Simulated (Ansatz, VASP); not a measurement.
# NaCl in VASP and in Ansatz

INCAR

```
SYSTEM = NaCl
ALGO     = Normal         ! electronic algorithm
EDIFF    = 1E-6           ! SCF threshold, eV
ENCUT    = 500            ! plane-wave cutoff, eV
GGA      = PE             ! functional
GGA_COMPAT= .FALSE.      
ISIF     = 2              ! what is computed and relaxed
ISMEAR   = 0              ! smearing method
LASPH    = .TRUE.         ! aspherical terms in the spheres
LCHARG   = .FALSE.        ! write CHGCAR
LREAL    = .FALSE.        ! projectors in reciprocal space
LWAVE    = .FALSE.        ! write WAVECAR
NBANDS   = 14             ! bands
NELM     = 120            ! most SCF steps
PREC     = Accurate       ! precision mode
SIGMA    = 0.05           ! smearing width, eV
```

File KPOINTS:

```
k-points
0
G
  8 8 8
  0 0 0
```

Contents of POSCAR:

```
NaCl
1.0
    3.5079306234      0.0000000000      0.0000000000
    0.0000000000      3.5079306234      0.0000000000
    0.0000000000      0.0000000000      3.5079306234
Na Cl
1 1
Direct
    0.0000000000      0.0000000000      0.0000000000
    0.5000000000      0.5000000000      0.5000000000
```

Input for Ansatz:

```yaml
crystal:
  lattice:
    - [3.5079306234, 0.0, 0.0]
    - [0.0, 3.5079306234, 0.0]
    - [0.0, 0.0, 3.5079306234]
  atoms:
    - { symbol: Na, position: [0.0, 0.0, 0.0] }
    - { symbol: Cl, position: [0.5, 0.5, 0.5] }
basis:
  ecutwfc: 420
  ecutrho_ratio: 4
kpoints:
  mp_grid: { grid: [8, 8, 8] }
hamiltonian:
  xc: pbe
scf:
  occupations: { method: gaussian, width: 0.05 }
output:
  forces: true
  stress: true
  eigenvalues: true
```

Alike in both runs: task single point; functional PBE; k mesh 8 × 8 × 8; occupations gaussian, width 0.05 eV; no spin polarisation.

|  | VASP | Ansatz |
| --- | --- | --- |
| version | VASP 6.6.1 | Ansatz 0.2.0 |
| potentials or method | VASP PAW PBE potentials, release 64 (Na_pv, Cl), cutoff 500 eV | scalar-relativistic, plane waves, PAW |
| valence electrons in the cell | 14 | 16 |

VASP gave:

```
gap on the k mesh at the Fermi level (eV) : 3.96
least direct gap on the mesh (eV)         : 4.45
pressure (GPa)                            : -0.1
```

Question: Estimate Ansatz's values.

Answer: gap on the k mesh at the Fermi level (eV): 3.96; least direct gap on the mesh (eV): 4.45; pressure (GPa): 0.0.

VASP's potentials hold 14 valence electrons a cell and Ansatz's 16, so a difference there can come from the potentials and not from the codes.
